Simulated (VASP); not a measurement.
A run of VASP 6.6.1 is set up as follows.

File POSCAR:

```
Cu
1.0
   -1.4209339408      1.4209339408      1.4209339408
    1.4209339408     -1.4209339408      1.4209339408
    1.4209339408      1.4209339408     -1.4209339408
Cu
1
Direct
    0.0000000000      0.0000000000      0.0000000000
```

File INCAR.step1:

```
PREC = Accurate ; ENCUT = 660
ISMEAR = -1 ; SIGMA = 0.1
LREAL = F ; LASPH = T
NELM = 120 ; NBANDS = 12
GGA = PE ; ALGO = Normal
EDIFF = 1E-5 ; LWAVE = T
LCHARG = F ; GGA_COMPAT = F
```

The input INCAR.step2:

```
PREC = Accurate ; ENCUT = 660
EDIFF = 1E-6 ; ISMEAR = -1
SIGMA = 0.1 ; LREAL = F
LASPH = T ; NELM = 120
ALGO = Normal ; ISIF = 2
LWAVE = F ; LCHARG = F
METAGGA = R2SCAN ; LMIXTAU = T
NBANDS = 12 ; ISTART = 1
GGA_COMPAT = F
```

Contents of KPOINTS:

```
regular mesh
0
Gamma
  8 8 8
```

Potentials or basis: VASP PAW PBE potentials, release 64 (Cu).

Run with:

```console
$ cat potpaw_PBE.64/Cu/POTCAR > POTCAR
$ cp INCAR.step1 INCAR
$ mpirun -np 1 vasp_std > vasp.out
$ cp INCAR.step2 INCAR
$ mpirun -np 1 vasp_std > vasp.out
```

**Question.** What does it give for the pressure?

**Answer.** 0.7 GPa.

Caveat: the k points lie up to 0.39 Å⁻¹ apart; the PAW data sets were made with another functional, which shifts forces and pressure a little.
